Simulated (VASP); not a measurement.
# Ru (Pm-3m) in VASP: a series of runs

The runs below take Ru through single point, with r2SCAN.

All numbers are computed with VASP 6.6.1; they aren't measurements. Logs are shortened: lines on timing, memory, paths and dates and some standing lists are left out, and cuts for length are marked.

**1. The cell of the first run**

Symmetry: Pm-3m, No. 221, cubic system. Conventional cell: a = 2.490 Å, b = 2.490 Å, c = 2.490 Å, α = 90.00°, β = 90.00°, γ = 90.00°. Ru (site symmetry m-3m) has 6 Ru at 2.49 Å within 3.3 Å.

This isn't the form of Ru at room conditions, which is hcp.

**2. Single point, r2SCAN, collinear spin, ferromagnetic start**

Input file POSCAR:

```
Ru
1.0
    2.4904132376      0.0000000000      0.0000000000
    0.0000000000      2.4904132376      0.0000000000
    0.0000000000      0.0000000000      2.4904132376
Ru
1
Direct
    0.0000000000      0.0000000000      0.0000000000
```

Input file INCAR.step1:

```
PREC = Accurate
ENCUT = 520
ISMEAR = -1
SIGMA = 0.05
LREAL = F
LASPH = T
NELM = 150
ISPIN = 2
MAGMOM = 1
LMAXMIX = 4
NBANDS = 17
GGA = PE
ALGO = Normal
EDIFF = 1E-4
LWAVE = T
LCHARG = F
```

Input file INCAR.step2:

```
PREC = Accurate
ENCUT = 520
EDIFF = 1E-6
ISMEAR = -1
SIGMA = 0.05
LREAL = F
LASPH = T
NELM = 150
ALGO = Normal
ISIF = 2
LWAVE = F
LCHARG = F
ISPIN = 2
MAGMOM = 1
LORBIT = 11
LMAXMIX = 4
METAGGA = R2SCAN
LMIXTAU = T
NBANDS = 17
ISTART = 1
```

Input file KPOINTS:

```
regular mesh
0
Gamma
  21 21 21
```

Potentials or basis: VASP PAW PBE potentials, release 64 (Ru_pv).

Command:

```sh
$ cat potpaw_PBE.64/Ru_pv/POTCAR > POTCAR
$ cp INCAR.step1 INCAR
$ mpirun -np 1 vasp_std > vasp.out
$ cp INCAR.step2 INCAR
$ mpirun -np 1 vasp_std > vasp.out
```

OUTCAR:

```text
PREC = Accurate
   ENCUT = 520
   EDIFF = 1E-6
   ISMEAR = -1
   LREAL = F
   LASPH = T
   NELM = 150
   ISIF = 2
   ISPIN = 2
   LORBIT = 11
   METAGGA = R2SCAN
   ISTART = 1

 ion  position               nearest neighbor table
   1  0.000  0.000  0.000-

  LATTYP: Found a simple cubic cell.
 ALAT       =     2.4904132376

  Lattice vectors:

 A1 = (   2.4904132376,   0.0000000000,   0.0000000000)
 A2 = (   0.0000000000,   2.4904132376,   0.0000000000)
 A3 = (   0.0000000000,   0.0000000000,   2.4904132376)

Analysis of symmetry for initial positions (statically):
=====================================================================
 Subroutine PRICEL returns:
 Original cell was already a primitive cell.

 Routine SETGRP: Setting up the symmetry group for a
 simple cubic supercell.

 Subroutine GETGRP returns: Found 48 space group operations
 (whereof 48 operations were pure point group operations)
 out of a pool of 48 trial point group operations.

The static configuration has the point symmetry O_h .

Analysis of symmetry for dynamics (positions and initial velocities):
=====================================================================
 Subroutine PRICEL returns:
 Original cell was already a primitive cell.

 Routine SETGRP: Setting up the symmetry group for a
 simple cubic supercell.

 Subroutine GETGRP returns: Found 48 space group operations
 (whereof 48 operations were pure point group operations)
 out of a pool of 48 trial point group operations.

The dynamic configuration has the point symmetry O_h .

Analysis of structural, dynamic, and magnetic symmetry:
=====================================================================
 Subroutine PRICEL returns:
 Original cell was already a primitive cell.

 Routine SETGRP: Setting up the symmetry group for a
 simple cubic supercell.

 Subroutine GETGRP returns: Found 48 space group operations
 (whereof 48 operations were pure point group operations)
 out of a pool of 48 trial point group operations.

The overall configuration has the point symmetry O_h .

 Subroutine INISYM returns: Found 48 space group operations
 (whereof 48 operations are pure point group operations),
 and found     1 'primitive' translations

----------------------------------------------------------------------------------------

                                     Primitive cell

  volume of cell :      15.4459

  direct lattice vectors                    reciprocal lattice vectors
     2.490413238  0.000000000  0.000000000     0.401539787  0.000000000  0.000000000
     0.000000000  2.490413238  0.000000000     0.000000000  0.401539787  0.000000000
     0.000000000  0.000000000  2.490413238     0.000000000  0.000000000  0.401539787

  length of vectors
     2.490413238  2.490413238  2.490413238     0.401539787  0.401539787  0.401539787

  position of ions in fractional coordinates (direct lattice)
     0.000000000  0.000000000  0.000000000

  ion indices of the primitive-cell ions
   primitive index   ion index
                 1           1

----------------------------------------------------------------------------------------

 KPOINTS: regular mesh

Automatic generation of k-mesh.
 Grid dimensions read from file:
 generate k-points for:   21   21   21

 Generating k-lattice:

  Cartesian coordinates                     Fractional coordinates (reciprocal lattice)
     0.019120942  0.000000000  0.000000000     0.047619048  0.000000000  0.000000000
     0.000000000  0.019120942  0.000000000     0.000000000  0.047619048  0.000000000
     0.000000000  0.000000000  0.019120942     0.000000000  0.000000000  0.047619048

  Length of vectors
     0.019120942  0.019120942  0.019120942

  Shift w.r.t. Gamma in fractional coordinates (k-lattice)
     0.000000000  0.000000000  0.000000000

 Subroutine IBZKPT returns following result:
 ===========================================

 Found    286 irreducible k-points:

 Following reciprocal coordinates:
            Coordinates               Weight
  0.000000  0.000000  0.000000      1.000000
  0.047619  0.000000  0.000000      6.000000
  0.095238  0.000000  0.000000      6.000000
  0.142857  0.000000  0.000000      6.000000
  0.190476  0.000000  0.000000      6.000000
  0.238095  0.000000  0.000000      6.000000
[... 16 lines left out ...]
  0.142857  0.095238  0.000000     24.000000
  0.190476  0.095238  0.000000     24.000000
 [... further k-points ...]
   k-points           NKPTS =    286   k-points in BZ     NKDIM =    286   number of bands    NBANDS=     17
   number of dos      NEDOS =    301   number of ions     NIONS =      1
   total plane-waves  NPLWV =   8000
   dimension x,y,z NGX =    20 NGY =   20 NGZ =   20
   dimension x,y,z NGXF=    40 NGYF=   40 NGZF=   40
   ions per type =               1
   NGX,Y,Z   is equivalent  to a cutoff of  13.35, 13.35, 13.35 a.u.
   NGXF,Y,Z  is equivalent  to a cutoff of  26.70, 26.70, 26.70 a.u.
 SYSTEM =  unknown system
   PREC   = accura    normal or accurate (medium, high low for compatibility)
   ISTART =      1    job   : 0-new  1-cont  2-samecut
   ICHARG =      0    charge: 1-file 2-atom 10-const
   ISPIN  =      2    spin polarized calculation?
   LNONCOLLINEAR =      F non collinear calculations
   LSORBIT =      F    spin-orbit coupling
   LASPH  =      T    aspherical Exc in radial PAW
   ENCUT  =  520.0 eV  38.22 Ry    6.18 a.u.   4.63  4.63  4.63*2*pi/ulx,y,z
   NELM   =    150;   NELMIN=  2; NELMDL=  0     # of ELM steps
   EDIFF  = 0.1E-05   stopping-criterion for ELM
   LREAL  =      F    real-space projection
   EDIFFG = 0.1E-04   stopping-criterion for IOM
   NSW    =      0    number of steps for IOM
   IBRION =     -1    ionic relax: 0-MD 1-quasi-New 2-CG
   NFREE  =      0    steps in history (QN), initial steepest desc. (CG)
   ISIF   =      2    stress and relaxation
   ISYM   =      2    0-nonsym 1-usesym 2-fastsym
   POTIM  = 0.5000    time-step for ionic-motion
   TEBEG  =    0.0;   TEEND  =   0.0 temperature during run
   PSTRESS=    0.0 pullay stress
   NELECT =      14.0000    total number of electrons
   NUPDOWN=      -1.0000    fix difference up-down
   EMIN   =  10.00;   EMAX   =-10.00  energy-range for DOS
   EFERMI =   0.00;   METHOD = LEGACY
   ISMEAR =    -1;   SIGMA  =   0.05  broadening in eV -4-tet -1-fermi 0-gaus
   EFERMI_NEDOS =   21; number of points for ismear=-14 and -15
   IALGO  =     38    algorithm
   IMIX   =      4    mixing-type and parameters
     AMIX     =   0.40;   BMIX     =  1.00
     AMIX_MAG =   1.60;   BMIX_MAG =  1.00
  volume/ion in A,a.u.               =      15.45       104.23
  Fermi-wavevector in a.u.,A,eV,Ry     =   1.584332  2.993953 34.152075  2.510107
  Thomas-Fermi vector in A             =   2.683966
   LORBIT       =     11    0 simple, 1 ext, 2 COOP (PROOUT), +10 PAW based schemes
   METAGGA = R2SCAN    functional components
   LHFCALC =     F    Hartree Fock is set to
   AEXX    =    0.0000 exact exchange contribution
   IVDW    =     0    specifies the selected vdW correction
   LEPSILON=     F    determine dielectric tensor
   LRPA    =     F    only Hartree local field effects (RPA)
 spin polarized calculation
  energy-cutoff  :      520.00
  volume of cell :       15.45
 maximum number of plane-waves:       437
 NGX is ok and might be reduce to    20
   NGX =  9   NGY =  9   NGZ =  9

 number of electron      13.9999993 magnetization      -0.0000895

 Free energy of the ion-electron system (eV)
  ---------------------------------------------------
  ext. energy  EPLUGINS =         0.00000000
  ---------------------------------------------------
  free energy    TOTEN  =       -24.26770960 eV

  energy without entropy =      -24.25555274  energy(sigma->0) =      -24.26163117

 E-fermi :  10.8444     XC(G=0): -14.1823

 val. band max:       10.8307608192   @ k =   0.4762   0.2381   0.1905
 cond. band min:      10.8460016297   @ k =   0.4286   0.3333   0.0000
 fundamental gap:      0.0152408104
 Fermi energy:        10.8443634880

 spin component 1

 k-point     1 :       0.0000    0.0000    0.0000
  band No.  band energies     occupation
      1     -32.9219      1.00000
      2     -32.9219      1.00000
      3     -32.9219      1.00000
      4       3.3461      1.00000
      5       5.0256      1.00000
      6       5.0256      1.00000
[... 9 lines left out ...]
     16      37.0335      0.00000
     17      40.9125      0.00000

 k-point     2 :       0.0476    0.0000    0.0000
  band No.  band energies     occupation
      1     -32.9504      1.00000
      2     -32.9195      1.00000
      3     -32.9195      1.00000
      4       3.4213      1.00000
      5       5.0422      1.00000
      6       5.1023      1.00000
[... 9 lines left out ...]
     16      37.5111      0.00000
     17      40.9900      0.00000

 k-point     3 :       0.0952    0.0000    0.0000
  band No.  band energies     occupation
      1     -33.0331      1.00000
      2     -32.9125      1.00000
      3     -32.9125      1.00000
      4       3.6318      1.00000
      5       5.0909      1.00000
      6       5.3398      1.00000
[... 9 lines left out ...]
     16      38.9517      0.00000
     17      41.2141      0.00000

 k-point     4 :       0.1429    0.0000    0.0000
  band No.  band energies     occupation
      1     -33.1613      1.00000
      2     -32.9015      1.00000
      3     -32.9015      1.00000
      4       3.9383      1.00000
      5       5.1684      1.00000
      6       5.7549      1.00000
[... 9 lines left out ...]
     16      40.8883      0.00000
     17      41.5553      0.00000
[... 343 lines left out ...]
      1     -33.0284      1.00000
      2     -33.0182      1.00000
      3     -32.9032      1.00000
      4       3.9211      1.00000
      5       5.2895      1.00000
      6       5.5102      1.00000
[... 9 lines left out ...]
     16      39.3282      0.00000
     17      41.5238      0.00000

 k-point    23 :       0.1429    0.0952    0.0000
  band No.  band energies     occupation
      1     -33.1514      1.00000
      2     -33.0115      1.00000
      3     -32.8923      1.00000
      4       4.2250      1.00000
      5       5.4115      1.00000
      6       5.8724      1.00000
[... 9 lines left out ...]
     16      40.3656      0.00000
     17      41.8764      0.00000

 k-point    24 :       0.1905    0.0952    0.0000
  band No.  band energies     occupation
      1     -33.3117      1.00000
      2     -32.9970      1.00000
      3     -32.8784      1.00000
      4       4.5696      1.00000
      5       5.5288      1.00000
      6       6.4459      1.00000
[... 9 lines left out ...]
     16      40.9961      0.00000
     17      42.2837      0.00000

 [... further k-points ...]

 spin component 2

 k-point     1 :       0.0000    0.0000    0.0000
  band No.  band energies     occupation
      1     -32.9220      1.00000
      2     -32.9220      1.00000
      3     -32.9220      1.00000
      4       3.3461      1.00000
      5       5.0255      1.00000
      6       5.0255      1.00000
[... 9 lines left out ...]
     16      37.0336      0.00000
     17      40.9125      0.00000

 k-point     2 :       0.0476    0.0000    0.0000
  band No.  band energies     occupation
      1     -32.9505      1.00000
      2     -32.9196      1.00000
      3     -32.9196      1.00000
      4       3.4213      1.00000
      5       5.0422      1.00000
      6       5.1022      1.00000
[... 9 lines left out ...]
     16      37.5111      0.00000
     17      40.9900      0.00000

 k-point     3 :       0.0952    0.0000    0.0000
  band No.  band energies     occupation
      1     -33.0332      1.00000
      2     -32.9126      1.00000
      3     -32.9126      1.00000
      4       3.6318      1.00000
      5       5.0909      1.00000
      6       5.3397      1.00000
[... 9 lines left out ...]
     16      38.9517      0.00000
     17      41.2141      0.00000

 k-point     4 :       0.1429    0.0000    0.0000
  band No.  band energies     occupation
      1     -33.1614      1.00000
      2     -32.9016      1.00000
      3     -32.9016      1.00000
      4       3.9383      1.00000
      5       5.1683      1.00000
      6       5.7548      1.00000
[... 9 lines left out ...]
     16      40.8883      0.00000
     17      41.5552      0.00000
[... 343 lines left out ...]
      1     -33.0285      1.00000
      2     -33.0183      1.00000
      3     -32.9033      1.00000
      4       3.9211      1.00000
      5       5.2895      1.00000
      6       5.5102      1.00000
[... 9 lines left out ...]
     16      39.3282      0.00000
     17      41.5237      0.00000

 k-point    23 :       0.1429    0.0952    0.0000
  band No.  band energies     occupation
      1     -33.1515      1.00000
      2     -33.0116      1.00000
      3     -32.8924      1.00000
      4       4.2250      1.00000
      5       5.4115      1.00000
      6       5.8724      1.00000
[... 9 lines left out ...]
     16      40.3656      0.00000
     17      41.8763      0.00000

 k-point    24 :       0.1905    0.0952    0.0000
  band No.  band energies     occupation
      1     -33.3118      1.00000
      2     -32.9971      1.00000
      3     -32.8785      1.00000
      4       4.5696      1.00000
      5       5.5288      1.00000
      6       6.4459      1.00000
[... 9 lines left out ...]
     16      40.9961      0.00000
     17      42.2837      0.00000

 [... further k-points ...]

------------------------ aborting loop because EDIFF is reached ----------------------------------------

  FORCE on cell =-STRESS in cart. coord.  units (eV):
  Direction    XX          YY          ZZ          XY          YZ          ZX
  --------------------------------------------------------------------------------------
  -------------------------------------------------------------------------------------
  Total        0.1373563      0.1373563      0.1373563     -0.0000000     -0.0000000      0.0000000
  in kB       14.2477045     14.2477045     14.2477045     -0.0000000     -0.0000000      0.0000000
  external PRESSURE =      14.2477045 kB  Pullay stress =       0.0000000 kB

 VOLUME and BASIS-vectors are now :
 -----------------------------------------------------------------------------
  energy-cutoff  :      520.00
  volume of cell :       15.45
      direct lattice vectors                 reciprocal lattice vectors
     2.490413238  0.000000000  0.000000000     0.401539787  0.000000000  0.000000000
     0.000000000  2.490413238  0.000000000     0.000000000  0.401539787  0.000000000
     0.000000000  0.000000000  2.490413238     0.000000000  0.000000000  0.401539787

 POSITION                                       TOTAL-FORCE (eV/Angst)
 -----------------------------------------------------------------------------------
      0.00000      0.00000      0.00000         0.000000      0.000000      0.000000
 -----------------------------------------------------------------------------------
    total drift:                               -0.000000      0.000000      0.000000

  FREE ENERGIE OF THE ION-ELECTRON SYSTEM (eV)
  ---------------------------------------------------
  free  energy   TOTEN  =       -24.2677096042 eV

  energy  without entropy=      -24.2555527445  energy(sigma->0) =      -24.26163117

 total charge

# of ion       s       p       d       tot
------------------------------------------
    1        0.401   6.214   6.120  12.735

 magnetization (x)

# of ion       s       p       d       tot
------------------------------------------
    1       -0.000   0.000  -0.000  -0.000
```

It took 7 min on 1 thread of Intel Xeon Platinum 8488C (Sapphire Rapids), shared host; peak memory 0.22 GiB.

What came out:

```yaml
Free_energy: -24.2677 eV
Pressure: 1.4 GPa
Band_gap_on_the_k_mesh: zero (filled and empty bands overlap)
Net_moment: 0.00 μB per cell
Valence_electrons_inside_the_program's_atomic_spheres: Ru 12.73
```

Levels at points of the mesh, in eV from the Fermi level:
Spin up:
```csv
k point,band 5,band 6,band 7,band 8,band 9,band 10
"(0.00, 0.00, 0.00)",-5.82,-5.82,1.73,1.73,1.73,8.99
```
Spin down:
```tsv
k point	band 4	band 5	band 6	band 7	band 8	band 9	band 10	band 11
(0.00, 0.00, 0.00)	-7.50	-5.82	-5.82	1.73	1.73	1.73	8.99	17.67
```

Caveat: the PAW data sets were made with another functional, which shifts forces and pressure a little.

(Continued in part 2 of 2.)
